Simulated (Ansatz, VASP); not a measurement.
# One calculation of Br, two programs

```
Br
1.0
     4.91105    0.00000    0.00000
    -2.45552    4.25309    0.00000
     0.00000    0.00000    4.75454
Br
2
Direct
  0.66667 0.33333 0.00000
  0.33333 0.66667 0.00000
```

Alike in both runs: functional PBE; k mesh 12 × 12 × 12; occupations gaussian, width 0.1 eV; no spin polarisation.

Ansatz relaxed the structure, and its values are those at the end. VASP's run is a single point on that final structure, the one shown.

```csv
,VASP,Ansatz
version,VASP 6.6.1,Ansatz 0.2.0
potentials or method,"VASP PAW PBE potentials, release 64 (Br), cutoff 520 eV","scalar-relativistic, plane waves, PAW"
valence electrons in the cell,14,14
```

|  | VASP | Ansatz | Ansatz less VASP |
| --- | --- | --- | --- |
| gap on the k mesh at the Fermi level (eV) | none | none | - |
| pressure (GPa) | 0.0 | 0.0 | 0.00 |

A gap of «none» marks a metal or a gap that the smearing closes. The functional is the same, so the differences come from potentials, cutoffs and numerics. Ansatz's warnings: xc potential rough in thin density.
